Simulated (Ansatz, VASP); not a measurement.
# Two plane-wave programs on Ru

```
Ru
1.0
     2.72000    0.00000    0.00000
    -1.36000    2.35559    0.00000
     0.00000    0.00000    4.29677
Ru
2
Cartesian
  0.0000 1.5704 1.0742
  1.3600 0.7852 3.2226
```

Alike in both runs: functional PBE; k mesh 18 × 18 × 10; occupations gaussian, width 0.1 eV; no spin polarisation.

Ansatz relaxed the structure, and its values are those at the end. VASP's run is a single point on that final structure, the one shown.

```csv
,VASP,Ansatz
version,VASP 6.6.1,Ansatz 0.2.0
potentials or method,"VASP PAW PBE potentials, release 64 (Ru_pv), cutoff 520 eV","scalar-relativistic, plane waves, PAW"
valence electrons in the cell,28,32
```

Ansatz gave:

* gap on the k mesh at the Fermi level (eV): none
* pressure (GPa): 0.0

Q: What did VASP give for the same quantities?

A: gap on the k mesh at the Fermi level (eV): none; pressure (GPa): -0.1.

A gap of «none» marks a metal or a gap that the smearing closes. VASP's potentials hold 28 valence electrons a cell and Ansatz's 32, so a difference there can come from the potentials and not from the codes.
